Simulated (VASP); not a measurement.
# GaSb (F-43m) in VASP: further runs

Runs on GaSb. Level: PBEsol. Tasks: single point.

Program: VASP 6.6.1. These are calculated values, not measurements. Logs are shortened: lines on timing, memory, paths and dates and some standing lists are left out, and cuts for length are marked.

### Step 1. The cell of the first run

It takes space group F-43m (No. 216, cubic). The conventional cell has a = 5.901 Å, b = 5.901 Å, c = 5.901 Å, α = 90.00°, β = 90.00°, γ = 90.00°. Within 3.4 Å of Ga (site symmetry -43m) lie 4 Sb at 2.56 Å. Sb (site symmetry -43m) has 4 Ga at 2.56 Å within 3.4 Å.

### Step 2. Single point, PBEsol

INCAR

```
PREC = Accurate
ENCUT = 520
EDIFF = 1E-6
ISMEAR = -1
SIGMA = 0.1
LREAL = False
LASPH = True
NELM = 100
ALGO = Normal
ISIF = 2
LWAVE = False
LCHARG = False
GGA = PS
NBANDS = 16
```

KPOINTS

```
Automatic mesh
0
Gamma
  14 14 14
```

POSCAR

```
GaSb
1.0
    0.0000000000      2.9505607750      2.9505607750
    2.9505607750      0.0000000000      2.9505607750
    2.9505607750      2.9505607750      0.0000000000
Ga Sb
1 1
Direct
    0.0000000000      0.0000000000      0.0000000000
    0.7500000000      0.7500000000      0.7500000000
```

Potentials or basis: VASP PAW PBE potentials, release 64 (Ga_d, Sb).

Command:

```
$ cat potpaw_PBE.64/Ga_d/POTCAR potpaw_PBE.64/Sb/POTCAR > POTCAR
$ mpirun -np 1 vasp_std > vasp.out
```

OUTCAR:

```text
PREC = Accurate
   ENCUT = 520
   EDIFF = 1E-6
   ISMEAR = -1
   LREAL = False
   LASPH = True
   NELM = 100
   ISIF = 2
   GGA = PS

 ion  position               nearest neighbor table
   1  0.000  0.000  0.000-   2 2.56   2 2.56   2 2.56   2 2.56
   2  0.750  0.750  0.750-   1 2.56   1 2.56   1 2.56   1 2.56

  LATTYP: Found a face centered cubic cell.
 ALAT       =     5.9011215500

  Lattice vectors:

 A1 = (   0.0000000000,   2.9505607750,   2.9505607750)
 A2 = (   2.9505607750,   0.0000000000,   2.9505607750)
 A3 = (   2.9505607750,   2.9505607750,   0.0000000000)

Analysis of symmetry for initial positions (statically):
=====================================================================
 Subroutine PRICEL returns:
 Original cell was already a primitive cell.

 Routine SETGRP: Setting up the symmetry group for a
 face centered cubic supercell.

 Subroutine GETGRP returns: Found 24 space group operations
 (whereof 24 operations were pure point group operations)
 out of a pool of 48 trial point group operations.

The static configuration has the point symmetry T_d .

Analysis of symmetry for dynamics (positions and initial velocities):
=====================================================================
 Subroutine PRICEL returns:
 Original cell was already a primitive cell.

 Routine SETGRP: Setting up the symmetry group for a
 face centered cubic supercell.

 Subroutine GETGRP returns: Found 24 space group operations
 (whereof 24 operations were pure point group operations)
 out of a pool of 48 trial point group operations.

The dynamic configuration has the point symmetry T_d .

 Subroutine INISYM returns: Found 24 space group operations
 (whereof 24 operations are pure point group operations),
 and found     1 'primitive' translations

----------------------------------------------------------------------------------------

                                     Primitive cell

  volume of cell :      51.3740

  direct lattice vectors                    reciprocal lattice vectors
     0.000000000  2.950560775  2.950560775    -0.169459312  0.169459312  0.169459312
     2.950560775  0.000000000  2.950560775     0.169459312 -0.169459312  0.169459312
     2.950560775  2.950560775  0.000000000     0.169459312  0.169459312 -0.169459312

  length of vectors
     4.172723065  4.172723065  4.172723065     0.293512139  0.293512139  0.293512139

  position of ions in fractional coordinates (direct lattice)
     0.000000000  0.000000000  0.000000000
     0.750000000  0.750000000  0.750000000

  ion indices of the primitive-cell ions
   primitive index   ion index
                 1           1
                 2           2

----------------------------------------------------------------------------------------

 KPOINTS: Automatic mesh

Automatic generation of k-mesh.
 Grid dimensions read from file:
 generate k-points for:   14   14   14

 Generating k-lattice:

  Cartesian coordinates                     Fractional coordinates (reciprocal lattice)
    -0.012104237  0.012104237  0.012104237     0.071428571  0.000000000  0.000000000
     0.012104237 -0.012104237  0.012104237     0.000000000  0.071428571  0.000000000
     0.012104237  0.012104237 -0.012104237     0.000000000  0.000000000  0.071428571

  Length of vectors
     0.020965153  0.020965153  0.020965153

  Shift w.r.t. Gamma in fractional coordinates (k-lattice)
     0.000000000  0.000000000  0.000000000

 Subroutine IBZKPT returns following result:
 ===========================================

 Found    104 irreducible k-points:

 Following reciprocal coordinates:
            Coordinates               Weight
  0.000000  0.000000  0.000000      1.000000
  0.071429  0.000000  0.000000      8.000000
  0.142857  0.000000  0.000000      8.000000
  0.214286  0.000000  0.000000      8.000000
  0.285714  0.000000  0.000000      8.000000
  0.357143  0.000000  0.000000      8.000000
[... 16 lines left out ...]
  0.214286  0.142857  0.000000     24.000000
  0.285714  0.142857  0.000000     24.000000
 [... further k-points ...]
   k-points           NKPTS =    104   k-points in BZ     NKDIM =    104   number of bands    NBANDS=     16
   number of dos      NEDOS =    301   number of ions     NIONS =      2
   total plane-waves  NPLWV =  32768
   dimension x,y,z NGX =    32 NGY =   32 NGZ =   32
   dimension x,y,z NGXF=    64 NGYF=   64 NGZF=   64
   ions per type =               1   1
   NGX,Y,Z   is equivalent  to a cutoff of  12.75, 12.75, 12.75 a.u.
   NGXF,Y,Z  is equivalent  to a cutoff of  25.50, 25.50, 25.50 a.u.
 SYSTEM =  unknown system
   PREC   = accura    normal or accurate (medium, high low for compatibility)
   ISTART =      0    job   : 0-new  1-cont  2-samecut
   ICHARG =      2    charge: 1-file 2-atom 10-const
   ISPIN  =      1    spin polarized calculation?
   LNONCOLLINEAR =      F non collinear calculations
   LSORBIT =      F    spin-orbit coupling
   LASPH  =      T    aspherical Exc in radial PAW
   ENCUT  =  520.0 eV  38.22 Ry    6.18 a.u.   7.76  7.76  7.76*2*pi/ulx,y,z
   NELM   =    100;   NELMIN=  2; NELMDL= -5     # of ELM steps
   EDIFF  = 0.1E-05   stopping-criterion for ELM
   LREAL  =      F    real-space projection
   EDIFFG = 0.1E-04   stopping-criterion for IOM
   NSW    =      0    number of steps for IOM
   IBRION =     -1    ionic relax: 0-MD 1-quasi-New 2-CG
   NFREE  =      0    steps in history (QN), initial steepest desc. (CG)
   ISIF   =      2    stress and relaxation
   ISYM   =      2    0-nonsym 1-usesym 2-fastsym
   POTIM  = 0.5000    time-step for ionic-motion
   TEBEG  =    0.0;   TEEND  =   0.0 temperature during run
   PSTRESS=    0.0 pullay stress
   NELECT =      18.0000    total number of electrons
   NUPDOWN=      -1.0000    fix difference up-down
   EMIN   =  10.00;   EMAX   =-10.00  energy-range for DOS
   EFERMI =   0.00;   METHOD = LEGACY
   ISMEAR =    -1;   SIGMA  =   0.10  broadening in eV -4-tet -1-fermi 0-gaus
   EFERMI_NEDOS =   21; number of points for ismear=-14 and -15
   IALGO  =     38    algorithm
   IMIX   =      4    mixing-type and parameters
     AMIX     =   0.40;   BMIX     =  1.00
     AMIX_MAG =   1.60;   BMIX_MAG =  1.00
  volume/ion in A,a.u.               =      25.69       173.34
  Fermi-wavevector in a.u.,A,eV,Ry     =   1.154120  2.180971 18.122876  1.331994
  Thomas-Fermi vector in A             =   2.290759
   LORBIT       =      0    0 simple, 1 ext, 2 COOP (PROOUT), +10 PAW based schemes
   GGA     = PS    functional components
   LHFCALC =     F    Hartree Fock is set to
   AEXX    =    0.0000 exact exchange contribution
   IVDW    =     0    specifies the selected vdW correction
   LEPSILON=     F    determine dielectric tensor
   LRPA    =     F    only Hartree local field effects (RPA)
 non-spin polarized calculation
  energy-cutoff  :      520.00
  volume of cell :       51.37
 maximum number of plane-waves:      1411
   NGX = 15   NGY = 15   NGZ = 15

 number of electron      18.0000009 magnetization

 Free energy of the ion-electron system (eV)
  ---------------------------------------------------
  ext. energy  EPLUGINS =         0.00000000
  ---------------------------------------------------
  free energy    TOTEN  =        -8.03978071 eV

  energy without entropy =       -8.03899392  energy(sigma->0) =       -8.03938732

 E-fermi :   6.1672     XC(G=0):  -9.7462

 val. band max:        5.9045932262   @ k =   0.0000   0.0000   0.0000
 cond. band min:       6.4916222793   @ k =   0.5000   0.0000   0.0000
 fundamental gap:      0.5870290531
 Fermi energy:         6.1671931829

 k-point     1 :       0.0000    0.0000    0.0000
  band No.  band energies     occupation
      1      -9.3466      2.00000
      2      -9.3466      2.00000
      3      -9.3466      2.00000
      4      -9.2769      2.00000
      5      -9.2769      2.00000
      6      -6.4103      2.00000
[... 8 lines left out ...]
     15      14.7173      0.00000
     16      14.7173      0.00000

 k-point     2 :       0.0714    0.0000    0.0000
  band No.  band energies     occupation
      1      -9.3490      2.00000
      2      -9.3457      2.00000
      3      -9.3457      2.00000
      4      -9.2770      2.00000
      5      -9.2770      2.00000
      6      -6.3501      2.00000
[... 8 lines left out ...]
     15      14.1677      0.00000
     16      14.1677      0.00000

 k-point     3 :       0.1429    0.0000    0.0000
  band No.  band energies     occupation
      1      -9.3555      2.00000
      2      -9.3432      2.00000
      3      -9.3432      2.00000
      4      -9.2774      2.00000
      5      -9.2774      2.00000
      6      -6.1718      2.00000
[... 8 lines left out ...]
     15      13.6380      0.00000
     16      13.6380      0.00000

 k-point     4 :       0.2143    0.0000    0.0000
  band No.  band energies     occupation
      1      -9.3647      2.00000
      2      -9.3397      2.00000
      3      -9.3397      2.00000
      4      -9.2777      2.00000
      5      -9.2777      2.00000
      6      -5.8829      2.00000
[... 8 lines left out ...]
     15      13.4545      0.00000
     16      13.4545      0.00000

 k-point     5 :       0.2857    0.0000    0.0000
  band No.  band energies     occupation
      1      -9.3746      2.00000
      2      -9.3362      2.00000
      3      -9.3362      2.00000
      4      -9.2777      2.00000
      5      -9.2777      2.00000
      6      -5.5004      2.00000
[... 8 lines left out ...]
     15      13.7224      0.00000
     16      13.7224      0.00000

 k-point     6 :       0.3571    0.0000    0.0000
  band No.  band energies     occupation
      1      -9.3833      2.00000
      2      -9.3333      2.00000
      3      -9.3333      2.00000
      4      -9.2774      2.00000
      5      -9.2774      2.00000
      6      -5.0628      2.00000
[... 8 lines left out ...]
     15      14.4089      0.00000
     16      14.4089      0.00000

 k-point     7 :       0.4286    0.0000    0.0000
  band No.  band energies     occupation
      1      -9.3892      2.00000
      2      -9.3315      2.00000
      3      -9.3315      2.00000
      4      -9.2769      2.00000
      5      -9.2769      2.00000
      6      -4.6619      2.00000
[... 8 lines left out ...]
     15      15.3645      0.00000
     16      15.3645      0.00000

 k-point     8 :       0.5000    0.0000    0.0000
  band No.  band energies     occupation
      1      -9.3913      2.00000
      2      -9.3309      2.00000
      3      -9.3309      2.00000
      4      -9.2768      2.00000
      5      -9.2768      2.00000
      6      -4.4828      2.00000
[... 8 lines left out ...]
     15      16.1311      0.00000
     16      16.1311      0.00000

 k-point     9 :       0.0714    0.0714    0.0000
  band No.  band energies     occupation
      1      -9.3507      2.00000
      2      -9.3449      2.00000
      3      -9.3449      2.00000
      4      -9.2776      2.00000
      5      -9.2766      2.00000
      6      -6.3300      2.00000
[... 8 lines left out ...]
     15      13.5346      0.00000
     16      14.7851      0.00000
[... 172 lines left out ...]
 k-point    19 :      -0.2143    0.0714    0.0000
  band No.  band energies     occupation
      1      -9.3698      2.00000
      2      -9.3385      2.00000
      3      -9.3365      2.00000
      4      -9.2788      2.00000
      5      -9.2770      2.00000
      6      -5.7133      2.00000
[... 8 lines left out ...]
     15      13.2940      0.00000
     16      14.3405      0.00000

 k-point    20 :      -0.1429    0.0714    0.0000
  band No.  band energies     occupation
      1      -9.3606      2.00000
      2      -9.3420      2.00000
      3      -9.3400      2.00000
      4      -9.2784      2.00000
      5      -9.2769      2.00000
      6      -6.0348      2.00000
[... 8 lines left out ...]
     15      13.1778      0.00000
     16      13.7984      0.00000

 k-point    21 :      -0.0714    0.0714    0.0000
  band No.  band energies     occupation
      1      -9.3531      2.00000
      2      -9.3447      2.00000
      3      -9.3433      2.00000
      4      -9.2777      2.00000
      5      -9.2768      2.00000
      6      -6.2505      2.00000
[... 8 lines left out ...]
     15      13.4815      0.00000
     16      13.9428      0.00000

 k-point    22 :       0.1429    0.1429    0.0000
  band No.  band energies     occupation
      1      -9.3617      2.00000
      2      -9.3399      2.00000
      3      -9.3399      2.00000
      4      -9.2798      2.00000
      5      -9.2759      2.00000
      6      -6.0914      2.00000
[... 8 lines left out ...]
     15      13.1488      0.00000
     16      14.9886      0.00000

 k-point    23 :       0.2143    0.1429    0.0000
  band No.  band energies     occupation
      1      -9.3690      2.00000
      2      -9.3368      2.00000
      3      -9.3364      2.00000
      4      -9.2812      2.00000
      5      -9.2755      2.00000
      6      -5.8770      2.00000
[... 8 lines left out ...]
     15      13.8827      0.00000
     16      14.8354      0.00000

 k-point    24 :       0.2857    0.1429    0.0000
  band No.  band energies     occupation
      1      -9.3771      2.00000
      2      -9.3339      2.00000
      3      -9.3326      2.00000
      4      -9.2822      2.00000
      5      -9.2753      2.00000
      6      -5.5576      2.00000
[... 8 lines left out ...]
     15      14.3709      0.00000
     16      14.8517      0.00000

 [... further k-points ...]
[... 5 lines left out ...]
  --------------------------------------------------------------------------------------
  -------------------------------------------------------------------------------------
  Total        2.2763688      2.2763688      2.2763688      0.0000000     -0.0000000      0.0000000
  in kB       70.9920175     70.9920175     70.9920175      0.0000000     -0.0000000      0.0000000
  external PRESSURE =      70.9920175 kB  Pullay stress =       0.0000000 kB

 VOLUME and BASIS-vectors are now :
 -----------------------------------------------------------------------------
  energy-cutoff  :      520.00
  volume of cell :       51.37
      direct lattice vectors                 reciprocal lattice vectors
     0.000000000  2.950560775  2.950560775    -0.169459312  0.169459312  0.169459312
     2.950560775  0.000000000  2.950560775     0.169459312 -0.169459312  0.169459312
     2.950560775  2.950560775  0.000000000     0.169459312  0.169459312 -0.169459312

 POSITION                                       TOTAL-FORCE (eV/Angst)
 -----------------------------------------------------------------------------------
      0.00000      0.00000      0.00000         0.000000     -0.000000      0.000000
      4.42584      4.42584      4.42584        -0.000000      0.000000     -0.000000
 -----------------------------------------------------------------------------------
    total drift:                               -0.000000     -0.000000     -0.000000

  FREE ENERGIE OF THE ION-ELECTRON SYSTEM (eV)
  ---------------------------------------------------
  free  energy   TOTEN  =        -8.0397807094 eV

  energy  without entropy=       -8.0389939221  energy(sigma->0) =       -8.03938732
```

Wall time 71 s (1 thread of Intel Xeon 8259CL, shared host); peak memory 0.24 GiB.

Results:

```
Free energy            : -8.0398 eV
Pressure               : 7.1 GPa
Band gap on the k mesh : 0.59 eV (least direct gap 0.79 eV)
```

Caveat: the cell stands under pressure; the PAW data sets were made with another functional, which shifts forces and pressure a little; spin-orbit coupling is left out, which moves the levels of the heavy elements. A k mesh can miss the band edges.

[end of part 1 of 2]
